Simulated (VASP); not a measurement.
# Ag in VASP: single point with PBE

Aim: the single point of Ag with PBE.

Everything below comes from runs of VASP 6.6.1. Logs are shortened: lines on timing, memory, paths and dates and some standing lists are left out, and cuts for length are marked.

### Step 1. The cell of the first run

The cell holds a slab with vacuum, 5 atoms: a = 2.889 Å, b = 2.889 Å, c = 24.437 Å, α = 90.00°, β = 90.00°, γ = 120.00°.

### Step 2. Single point, PBE

INCAR reads:

```
SYSTEM = Ag
ALGO = Normal
DIPOL = 0.5 0.5 0.500
EDIFF = 1E-7
ENCUT = 520
GGA = PE
IDIPOL = 3
ISIF = 2
ISMEAR = -1
LASPH = .True.
LCHARG = .False.
LDIPOL = .True.
LREAL = .False.
LWAVE = .False.
NBANDS = 36
NELM = 80
PREC = Accurate
SIGMA = 0.05
```

KPOINTS reads:

```
k-points
0
Gamma
  11 11 1
  0 0 0
```

POSCAR reads:

```
Ag
1.0
    2.8893797293      0.0000000000      0.0000000000
   -1.4446898646      2.5022762467      0.0000000000
    0.0000000000      0.0000000000     24.4366746799
Ag
5
Direct
    0.6666666667      0.3333333333      0.3069157362
    0.3333333333      0.6666666667      0.4034578681
    0.0000000000      0.0000000000      0.5000000000
    0.6666666667      0.3333333333      0.5965421319
    0.3333333333      0.6666666667      0.6930842638
```

Potentials or basis: VASP PAW PBE potentials, release 64 (Ag).

Command:

```bash
cat potpaw_PBE.64/Ag/POTCAR > POTCAR
mpirun -np 1 vasp_std > vasp.out
```

OUTCAR:

```text
SYSTEM = Ag
   EDIFF = 1E-7
   ENCUT = 520
   GGA = PE
   ISIF = 2
   ISMEAR = -1
   LASPH = .True.
   LREAL = .False.
   NELM = 80
   PREC = Accurate

 ion  position               nearest neighbor table
   1  0.667  0.333  0.307-   2 2.89   2 2.89   2 2.89
   2  0.333  0.667  0.403-   1 2.89   3 2.89   1 2.89   3 2.89   3 2.89   1 2.89
   3  0.000  0.000  0.500-   2 2.89   4 2.89   2 2.89   4 2.89   4 2.89   2 2.89
   4  0.667  0.333  0.597-   5 2.89   3 2.89   5 2.89   3 2.89   3 2.89   5 2.89
   5  0.333  0.667  0.693-   4 2.89   4 2.89   4 2.89

  LATTYP: Found a hexagonal cell.
 ALAT       =     2.8893797293
 C/A-ratio  =     8.4574119601

  Lattice vectors:

 A1 = (   2.8893797293,   0.0000000000,   0.0000000000)
 A2 = (  -1.4446898646,   2.5022762467,   0.0000000000)
 A3 = (   0.0000000000,   0.0000000000,  24.4366746799)

Analysis of symmetry for initial positions (statically):
=====================================================================
 Subroutine PRICEL returns:
 Original cell was already a primitive cell.

 Routine SETGRP: Setting up the symmetry group for a
 hexagonal supercell.

 Subroutine GETGRP returns: Found 12 space group operations
 (whereof 12 operations were pure point group operations)
 out of a pool of 24 trial point group operations.

The static configuration has the point symmetry D_3d.

Analysis of symmetry for dynamics (positions and initial velocities):
=====================================================================
 Subroutine PRICEL returns:
 Original cell was already a primitive cell.

 Routine SETGRP: Setting up the symmetry group for a
 hexagonal supercell.

 Subroutine GETGRP returns: Found 12 space group operations
 (whereof 12 operations were pure point group operations)
 out of a pool of 24 trial point group operations.

The dynamic configuration has the point symmetry D_3d.

 Subroutine INISYM returns: Found 12 space group operations
 (whereof 12 operations are pure point group operations),
 and found     1 'primitive' translations

----------------------------------------------------------------------------------------

                                     Primitive cell

  volume of cell :     176.6778

  direct lattice vectors                    reciprocal lattice vectors
     2.889379729  0.000000000  0.000000000     0.346095042  0.199818066  0.000000000
    -1.444689865  2.502276247  0.000000000     0.000000000  0.399636132  0.000000000
     0.000000000  0.000000000 24.436674680     0.000000000  0.000000000  0.040922098

  length of vectors
     2.889379729  2.889379729 24.436674680     0.399636132  0.399636132  0.040922098

  position of ions in fractional coordinates (direct lattice)
     0.666666667  0.333333333  0.306915736
     0.333333333  0.666666667  0.403457868
     0.000000000  0.000000000  0.500000000
     0.666666667  0.333333333  0.596542132
     0.333333333  0.666666667  0.693084264

  ion indices of the primitive-cell ions
   primitive index   ion index
                 1           1
                 2           2
                 3           3
                 4           4
                 5           5

----------------------------------------------------------------------------------------

 KPOINTS: k-points

Automatic generation of k-mesh.
 Grid dimensions read from file:
 generate k-points for:   11   11    1

 Generating k-lattice:

  Cartesian coordinates                     Fractional coordinates (reciprocal lattice)
     0.031463186  0.018165279  0.000000000     0.090909091  0.000000000  0.000000000
     0.000000000  0.036330557  0.000000000     0.000000000  0.090909091  0.000000000
     0.000000000  0.000000000  0.040922098     0.000000000  0.000000000  1.000000000

  Length of vectors
     0.036330557  0.036330557  0.040922098

  Shift w.r.t. Gamma in fractional coordinates (k-lattice)
     0.000000000  0.000000000  0.000000000

 Subroutine IBZKPT returns following result:
 ===========================================

 Found     16 irreducible k-points:

 Following reciprocal coordinates:
            Coordinates               Weight
  0.000000  0.000000  0.000000      1.000000
  0.090909  0.000000  0.000000      6.000000
  0.181818  0.000000  0.000000      6.000000
  0.272727  0.000000  0.000000      6.000000
  0.363636  0.000000  0.000000      6.000000
  0.454545 -0.000000  0.000000      6.000000
[... 8 lines left out ...]
  0.272727  0.272727  0.000000      6.000000
  0.363636  0.272727  0.000000      6.000000
   k-points           NKPTS =     16   k-points in BZ     NKDIM =     16   number of bands    NBANDS=     36
   number of dos      NEDOS =    301   number of ions     NIONS =      5
   total plane-waves  NPLWV = 110592
   dimension x,y,z NGX =    24 NGY =   24 NGZ =  192
   dimension x,y,z NGXF=    48 NGYF=   48 NGZF=  384
   ions per type =               5
   NGX,Y,Z   is equivalent  to a cutoff of  13.81, 13.81, 13.06 a.u.
   NGXF,Y,Z  is equivalent  to a cutoff of  27.62, 27.62, 26.12 a.u.
 SYSTEM =  Ag
   PREC   = accura    normal or accurate (medium, high low for compatibility)
   ISTART =      0    job   : 0-new  1-cont  2-samecut
   ICHARG =      2    charge: 1-file 2-atom 10-const
   ISPIN  =      1    spin polarized calculation?
   LNONCOLLINEAR =      F non collinear calculations
   LSORBIT =      F    spin-orbit coupling
   LASPH  =      T    aspherical Exc in radial PAW
   ENCUT  =  520.0 eV  38.22 Ry    6.18 a.u.   5.37  5.37 45.44*2*pi/ulx,y,z
   NELM   =     80;   NELMIN=  2; NELMDL= -5     # of ELM steps
   EDIFF  = 0.1E-06   stopping-criterion for ELM
   LREAL  =      F    real-space projection
   EDIFFG = 0.1E-05   stopping-criterion for IOM
   NSW    =      0    number of steps for IOM
   IBRION =     -1    ionic relax: 0-MD 1-quasi-New 2-CG
   NFREE  =      0    steps in history (QN), initial steepest desc. (CG)
   ISIF   =      2    stress and relaxation
   ISYM   =      2    0-nonsym 1-usesym 2-fastsym
   POTIM  = 0.5000    time-step for ionic-motion
   TEBEG  =    0.0;   TEEND  =   0.0 temperature during run
   PSTRESS=    0.0 pullay stress
   NELECT =      55.0000    total number of electrons
   NUPDOWN=      -1.0000    fix difference up-down
   EMIN   =  10.00;   EMAX   =-10.00  energy-range for DOS
   EFERMI =   0.00;   METHOD = LEGACY
   ISMEAR =    -1;   SIGMA  =   0.05  broadening in eV -4-tet -1-fermi 0-gaus
   EFERMI_NEDOS =   21; number of points for ismear=-14 and -15
   IALGO  =     38    algorithm
   IMIX   =      4    mixing-type and parameters
     AMIX     =   0.40;   BMIX     =  1.00
     AMIX_MAG =   1.60;   BMIX_MAG =  1.00
  volume/ion in A,a.u.               =      35.34       238.46
  Fermi-wavevector in a.u.,A,eV,Ry     =   1.109520  2.096688 16.749238  1.231034
  Thomas-Fermi vector in A             =   2.246060
   LORBIT       =      0    0 simple, 1 ext, 2 COOP (PROOUT), +10 PAW based schemes
   GGA     = PE    functional components
   LHFCALC =     F    Hartree Fock is set to
   AEXX    =    0.0000 exact exchange contribution
   IVDW    =     0    specifies the selected vdW correction
   LEPSILON=     F    determine dielectric tensor
   LRPA    =     F    only Hartree local field effects (RPA)
 non-spin polarized calculation
  energy-cutoff  :      520.00
  volume of cell :      176.68
 maximum number of plane-waves:      4831
 NGX is ok and might be reduce to    24
   NGX = 11   NGY = 11   NGZ = 91

 dipolmoment           0.000000      0.000000      0.000000 electrons x Angstroem

 number of electron      54.9999984 magnetization

 dipolmoment           0.000000      0.000000     -0.000000 electrons x Angstroem

 Free energy of the ion-electron system (eV)
  ---------------------------------------------------
  ext. energy  EPLUGINS =         0.00000000
  ---------------------------------------------------
  free energy    TOTEN  =       -12.89070362 eV

  energy without entropy =      -12.86794328  energy(sigma->0) =      -12.87932345

 E-fermi :   1.9566     XC(G=0):  -6.5843

 val. band max:        1.9465514339   @ k =   0.2727   0.1818   0.0000
 cond. band min:       1.9707761781   @ k =   0.1818   0.1818   0.0000
 fundamental gap:      0.0242247442
 Fermi energy:         1.9565560329

 k-point     1 :       0.0000    0.0000    0.0000
  band No.  band energies     occupation
      1      -5.8041      2.00000
      2      -5.0804      2.00000
      3      -4.6733      2.00000
      4      -4.3577      2.00000
      5      -4.3455      2.00000
      6      -3.1219      2.00000
[... 28 lines left out ...]
     35       8.0802      0.00000
     36       8.5378      0.00000

 k-point     2 :       0.0909    0.0000    0.0000
  band No.  band energies     occupation
      1      -5.5807      2.00000
      2      -4.8688      2.00000
      3      -4.5192      2.00000
      4      -4.2054      2.00000
      5      -4.1626      2.00000
      6      -3.2317      2.00000
[... 28 lines left out ...]
     35       8.2729      0.00000
     36       8.7138      0.00000

 k-point     3 :       0.1818    0.0000    0.0000
  band No.  band energies     occupation
      1      -4.9912      2.00000
      2      -4.3794      2.00000
      3      -4.1969      2.00000
      4      -3.9104      2.00000
      5      -3.7498      2.00000
      6      -3.5148      2.00000
[... 28 lines left out ...]
     35       8.8578      0.00000
     36       9.2444      0.00000

 k-point     4 :       0.2727    0.0000    0.0000
  band No.  band energies     occupation
      1      -4.4598      2.00000
      2      -4.2348      2.00000
      3      -4.1154      2.00000
      4      -3.9431      2.00000
      5      -3.8164      2.00000
      6      -3.5996      2.00000
[... 28 lines left out ...]
     35       9.8223      0.00000
     36      10.1040      0.00000

 k-point     5 :       0.3636    0.0000    0.0000
  band No.  band energies     occupation
      1      -4.4461      2.00000
      2      -4.4401      2.00000
      3      -4.2876      2.00000
      4      -4.1974      2.00000
      5      -3.9262      2.00000
      6      -3.8487      2.00000
[... 343 lines left out ...]
 k-point    14 :       0.3636    0.1818    0.0000
  band No.  band energies     occupation
      1      -4.3066      2.00000
      2      -4.1625      2.00000
      3      -4.1127      2.00000
      4      -3.8966      2.00000
      5      -3.8368      2.00000
      6      -3.6861      2.00000
[... 28 lines left out ...]
     35       9.0810      0.00000
     36       9.7917      0.00000

 k-point    15 :       0.2727    0.2727    0.0000
  band No.  band energies     occupation
      1      -4.0918      2.00000
      2      -4.0702      2.00000
      3      -3.8711      2.00000
      4      -3.7101      2.00000
      5      -3.5886      2.00000
      6      -3.5707      2.00000
[... 28 lines left out ...]
     35       8.4599      0.00000
     36       9.0840      0.00000

 k-point    16 :       0.3636    0.2727    0.0000
  band No.  band energies     occupation
      1      -4.1042      2.00000
      2      -3.9264      2.00000
      3      -3.8437      2.00000
      4      -3.7384      2.00000
      5      -3.6830      2.00000
      6      -3.5337      2.00000
[... 28 lines left out ...]
     35       7.8533      0.00000
     36       8.6386      0.00000

------------------------ aborting loop because EDIFF is reached ----------------------------------------

 vacuum level on the upper side and lower side of the slab       (xc-potential included)        -0.118        -0.118

  FORCE on cell =-STRESS in cart. coord.  units (eV):
  Direction    XX          YY          ZZ          XY          YZ          ZX
  --------------------------------------------------------------------------------------
  -------------------------------------------------------------------------------------
  Total        1.1167613      1.1167613      1.7055970      0.0000000      0.0000000      0.0000000
  in kB       10.1271901     10.1271901     15.4669618      0.0000000      0.0000000      0.0000000
  external PRESSURE =      11.9071140 kB  Pullay stress =       0.0000000 kB

 VOLUME and BASIS-vectors are now :
 -----------------------------------------------------------------------------
  energy-cutoff  :      520.00
  volume of cell :      176.68
      direct lattice vectors                 reciprocal lattice vectors
     2.889379729  0.000000000  0.000000000     0.346095042  0.199818066  0.000000000
    -1.444689865  2.502276247  0.000000000     0.000000000  0.399636132  0.000000000
     0.000000000  0.000000000 24.436674680     0.000000000  0.000000000  0.040922098

 POSITION                                       TOTAL-FORCE (eV/Angst)
 -----------------------------------------------------------------------------------
      1.44469      0.83409      7.50000        -0.000000     -0.000000     -0.162061
     -0.00000      1.66818      9.85917        -0.000000      0.000000     -0.046648
      0.00000      0.00000     12.21834         0.000000      0.000000      0.000000
      1.44469      0.83409     14.57751         0.000000     -0.000000      0.046648
     -0.00000      1.66818     16.93667         0.000000      0.000000      0.162061
 -----------------------------------------------------------------------------------
    total drift:                                0.000000     -0.000000      0.000000

  FREE ENERGIE OF THE ION-ELECTRON SYSTEM (eV)
  ---------------------------------------------------
  free  energy   TOTEN  =       -12.8907036223 eV

  energy  without entropy=      -12.8679432823  energy(sigma->0) =      -12.87932345

 vacuum level on the upper side and lower side of the slab         6.193         6.193
```

Run time: 68 s. Hardware: 1 thread of Intel Xeon 6975P-C (Granite Rapids), shared host; peak memory 0.34 GiB.

What came out:

| Property | Result |
| --- | --- |
| Free energy | -12.8907 eV |
| Largest force | 0.162 eV/Å |

Forces on the atoms (eV/Å):
```
Ag   0.000  0.000 -0.162
Ag   0.000  0.000 -0.047
Ag   0.000  0.000  0.000
Ag   0.000  0.000  0.047
Ag   0.000  0.000  0.162
```
